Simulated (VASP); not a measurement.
Wanted: the native input for a VASP 6.6.1 run.

* Task: single point
* Functional: PBEsol
* Potentials or basis: VASP PAW PBE potentials, release 64 (Cu)
* Cutoff: 520 eV
* k mesh: 18 × 18 × 6
* Occupations: gaussian, width 0.1 eV
* Spin: no spin polarisation
* Dipole correction: no
* Further INCAR settings: ALGO = Fast; EDIFF = 1e-06; NBANDS = 30

The structure of Cu lies in POSCAR:

```
Cu
1.0
    2.5197984310      0.0000000000      0.0000000000
   -1.2598992155      2.1822094536      0.0000000000
    0.0000000000      0.0000000000      8.2352547623
Cu
4
Direct
    0.0000000000      0.0000000000      0.0000000000
    0.3333333333      0.6666666667      0.2500000000
    0.0000000000      0.0000000000      0.5000000000
    0.6666666667      0.3333333333      0.7500000000
```

One way to write it, as run:

INCAR

```
SYSTEM = Cu
PREC = Accurate
ENCUT = 520
EDIFF = 1E-6
ISMEAR = 0
SIGMA = 0.1
LREAL = .FALSE.
LASPH = .TRUE.
NELM = 60
ALGO = Fast
ISIF = 2
LWAVE = .FALSE.
LCHARG = .TRUE.
GGA = PS
LELF = .TRUE.
LVHAR = .TRUE.
NBANDS = 30
```

KPOINTS

```
regular mesh
0
G
  18 18 6
  0 0 0
```

Potentials or basis: VASP PAW PBE potentials, release 64 (Cu).

Launch:

```bash
$ cat potpaw_PBE.64/Cu/POTCAR > POTCAR
$ mpirun -np 1 vasp_std > vasp.out
```

It gave:

```
Pressure               : 0.9 GPa
Band gap on the k mesh : zero (band 22 reaches 11.36 eV, above the bottom of band 23 at 6.10 eV)
```

Caveat: the PAW data sets were made with another functional, which shifts forces and pressure a little.

Run time: 2 min on 1 thread of Intel(R) Xeon(R) 6975P-C (Granite Rapids), on a shared host, peak memory 0.26 GiB.
